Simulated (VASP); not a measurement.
Set up this calculation in VASP 6.6.1, as the native input.

```yaml
Task: single point
Functional: LDA
Potentials_or_basis: VASP PAW LDA potentials, release 64 (W_sv, P)
Cutoff: 520 eV
k_mesh: 12 × 12 × 12
Occupations: fermi-dirac, width 0.1 eV
Spin: no spin polarisation
Dipole_correction: no
Further_INCAR_settings: ALGO = Normal; EDIFF = 1e-06; NBANDS = 16
```

The structure of PW (zincblende type) lies in POSCAR:

```
PW
1.0
    0.0000000000      2.2528030455      2.2528030455
    2.2528030455      0.0000000000      2.2528030455
    2.2528030455      2.2528030455      0.0000000000
W P
1 1
Direct
    0.0000000000      0.0000000000      0.0000000000
    0.2500000000      0.2500000000      0.2500000000
```

This cell differs from its parent crystal: volume scaled by 0.6.

These files were run (other wordings do the same):

INCAR

```
ALGO = Normal
EDIFF = 1E-6
ENCUT = 520
ISIF = 2
ISMEAR = -1
LASPH = True
LCHARG = True
LELF = True
LREAL = False
LVHAR = True
LWAVE = False
NBANDS = 16
NELM = 60
PREC = Accurate
SIGMA = 0.1
```

KPOINTS

```
k-points
0
Gamma
  12 12 12
```

Potentials or basis: VASP PAW LDA potentials, release 64 (W_sv, P).

Run with:

```console
$ cat potpaw_LDA.64/W_sv/POTCAR potpaw_LDA.64/P/POTCAR > POTCAR
$ mpirun -np 1 vasp_std > vasp.out
```

It gave:

```yaml
Pressure: 220.0 GPa
```

Run time: 21 s on 1 thread of Intel Xeon 8259CL (shared host), peak memory 0.15 GiB.
